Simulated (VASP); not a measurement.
Runs of VASP 6.6.1 on HfN. The structure is that of space group P-6m2 (No. 187), or close to it. The cells are those of the table. 

| task | level | cell | k mesh | cutoff (eV) | smearing | gap on the mesh (eV) | pressure (GPa) |
| --- | --- | --- | --- | --- | --- | --- | --- |
| relaxation of cell and atoms | PBE | relaxed from a = 3.003, b = 3.003, c = 2.931 Å, angles 90.0, 90.0, 120.0°, 2 atoms | 8 × 8 × 6 | 600 | gaussian 0.05 eV | none | 0.1 |
| single point | r2SCAN | a = 3.085, b = 3.085, c = 2.891 Å, angles 90.0, 90.0, 120.0°, 2 atoms | 12 × 12 × 12 | 520 | gaussian 0.1 eV | none | -2.2 |
| single point | RPBE | a = 3.085, b = 3.085, c = 2.891 Å, angles 90.0, 90.0, 120.0°, 2 atoms | 12 × 12 × 12 | 520 | gaussian 0.05 eV | none | 6.4 |
| single point | PBE | a = 3.097, b = 3.097, c = 2.913 Å, angles 90.0, 90.0, 120.0°, 2 atoms | 8 × 8 × 6 | 520 | gaussian 0.05 eV | none | -2.0 |
| single point | r2SCAN | a = 3.040, b = 3.040, c = 2.858 Å, angles 90.0, 90.0, 120.0°, 2 atoms | 12 × 12 × 12 | 520 | gaussian 0.05 eV | none | (a) |

Alike in all rows: potentials or basis VASP PAW PBE potentials, release 64 (Hf_pv, N); no spin polarisation.

**Question.** Estimate the missing entries.

**Answer.** (a) 8.8.

Caveats: spin-orbit coupling is left out, which moves the levels of the heavy elements; the PAW data sets were made with another functional, which shifts forces and pressure a little (at least some runs); the cell stands under pressure (at least some runs).

A k mesh can miss the band edges, and the runs leave out spin-orbit coupling on Hf.

A gap of «none» marks levels without a gap at the run's occupations.
